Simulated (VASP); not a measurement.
MgHgO2, 4 atoms in the cell. It takes space group P-4m2 (No. 115, tetragonal). The conventional cell has a = 3.388 Å, b = 3.388 Å, c = 5.039 Å, α = 90.00°, β = 90.00°, γ = 90.00°. Within 2.6 Å of Mg (site symmetry -4m2) lie 4 O at 1.98 Å. O (site symmetry 2mm) has 2 Mg at 1.98 Å and 2 Hg at 2.26 Å within 2.6 Å. Within 3.0 Å of Hg (site symmetry -4m2) lie 4 O at 2.26 Å. 

```yaml
Program: VASP 6.6.1
Task: single point
Functional: r2SCAN
Potentials_or_basis: VASP PAW PBE potentials, release 64 (Mg, O, Hg)
Cutoff: 520 eV
k_mesh: 8 × 8 × 6
Occupations: fermi-dirac, width 0.02 eV
Spin: no spin polarisation
Dipole_correction: no
Further_INCAR_settings: ALGO = Normal; EDIFF = 1e-07; NBANDS = 21
```

Potentials or basis: VASP PAW PBE potentials, release 64 (Mg, O, Hg).

Command:

```sh
$ cat potpaw_PBE.64/Mg/POTCAR potpaw_PBE.64/O/POTCAR potpaw_PBE.64/Hg/POTCAR > POTCAR
$ cp INCAR.step1 INCAR
$ mpirun -np 1 vasp_std > vasp.out
$ cp INCAR.step2 INCAR
$ mpirun -np 1 vasp_std > vasp.out
```

Hardware: 1 thread of Intel(R) Xeon(R) Platinum 8259CL CPU @ 2.50GHz (Skylake/Cascade Lake) (shared host).

Question: How long does it take, and how much memory?

Answer: Wall time 4.5 min on 1 thread of Intel(R) Xeon(R) Platinum 8259CL CPU @ 2.50GHz (Skylake/Cascade Lake), with other jobs on the host, peak memory 0.23 GiB. Counts: k points 60.
